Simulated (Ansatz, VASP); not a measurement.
KC: VASP beside Ansatz

```
K C
1.0
     3.02773   -3.80908    0.00000
     3.02773    3.80908    0.00000
     0.00000    0.00000    3.81366
K C
2 2
Direct
  0.70727 0.29273 0.00000
  0.29273 0.70727 0.00000
  0.89533 0.89533 0.50000
  0.10467 0.10467 0.50000
```

Change from the starting cell: species swapped into the VIr type (Cmmm, No. 65).

Alike in both runs: functional PBE; k mesh 6 × 6 × 6; occupations gaussian, width 0.02 eV; no spin polarisation.

Ansatz relaxed the structure, and its values are those at the end. VASP's run is a single point on that final structure, the one shown.

|  | VASP | Ansatz |
| --- | --- | --- |
| version | VASP 6.6.1 | Ansatz 0.2.0 |
| potentials or method | VASP PAW PBE potentials, release 64 (K_sv, C), cutoff 520 eV | scalar-relativistic, plane waves, PAW |
| valence electrons in the cell | 26 | 26 |

VASP gave:

| Quantity | Value |
| --- | --- |
| gap on the k mesh at the Fermi level (eV) | 3.23 |
| least direct gap on the mesh (eV) | 3.30 |
| pressure (GPa) | 0.2 |
| rms of the force components (eV/Å) | 0.045 |

Question: Which values does Ansatz return?

Answer: gap on the k mesh at the Fermi level (eV): 3.23; least direct gap on the mesh (eV): 3.30; pressure (GPa): 0.0; rms of the force components (eV/Å): 0.001.

With one functional, cell and mesh, what is left measures potentials, basis and numerics.
